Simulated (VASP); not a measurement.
Input of a VASP 6.6.1 run:

INCAR

```
ALGO = Normal
EDIFF = 1E-6
ENCUT = 520
GGA = PE
ISIF = 2
ISMEAR = 0
LASPH = T
LCHARG = F
LREAL = F
LWAVE = F
NBANDS = 15
NELM = 80
PREC = Accurate
SIGMA = 0.02
```

KPOINTS

```
k-points
0
Gamma
  8 8 8
```

The input POSCAR:

```
CaSe
1.0
    0.0000000000      2.9791027180      2.9791027180
    2.9791027180      0.0000000000      2.9791027180
    2.9791027180      2.9791027180      0.0000000000
Ca Se
1 1
Direct
    0.0000000000      0.0000000000      0.0000000000
    0.5000000000      0.5000000000      0.5000000000
```

Potentials or basis: VASP PAW PBE potentials, release 64 (Ca_sv, Se).

Run with:

```sh
$ cat potpaw_PBE.64/Ca_sv/POTCAR potpaw_PBE.64/Se/POTCAR > POTCAR
$ mpirun -np 1 vasp_std > vasp.out
```

Question: What does it give for the band gap on the k mesh?

Answer: 2.07 eV (least direct gap 2.99 eV).

Question: Predict the pressure.

Answer: 0.2 GPa.

A k mesh can miss the band edges.
